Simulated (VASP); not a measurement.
A run of VASP 6.6.1:

File INCAR:

```
SYSTEM = SiC
PREC = Accurate
ENCUT = 520
EDIFF = 1E-6
ISMEAR = 0
SIGMA = 0.05
LREAL = .FALSE.
LASPH = .TRUE.
NELM = 80
ALGO = Normal
ISIF = 2
LWAVE = .FALSE.
LCHARG = .FALSE.
GGA = PE
NBANDS = 16
```

KPOINTS

```
Automatic mesh
0
G
  6 6 4
  0 0 0
```

The input POSCAR:

```
SiC
1.0
    3.0759982064      0.0000000000      0.0000000000
   -1.5379991032      2.6638925888      0.0000000000
    0.0000000000      0.0000000000      5.0480000000
Si C
2 2
Direct
    0.3695932723      0.6932107843      0.0000000000
    0.6666666667      0.3333333333      0.5000000000
    0.3333333333      0.6666666667      0.3850000000
    0.6666666667      0.3333333333      0.8850000000
```

Potentials or basis: VASP PAW PBE potentials, release 64 (Si, C).

Run with:

```console
$ cat potpaw_PBE.64/Si/POTCAR potpaw_PBE.64/C/POTCAR > POTCAR
$ mpirun -np 1 vasp_std > vasp.out
```

Hardware: 1 thread of Intel(R) Xeon(R) Platinum 8488C (Sapphire Rapids), on a shared host.

Task: Estimate the wall time of this run.

Result: Run time: 25 s on 1 thread of Intel(R) Xeon(R) Platinum 8488C (Sapphire Rapids) (shared host), peak memory 0.17 GiB. Counts: scf iterations 12, k points 76.
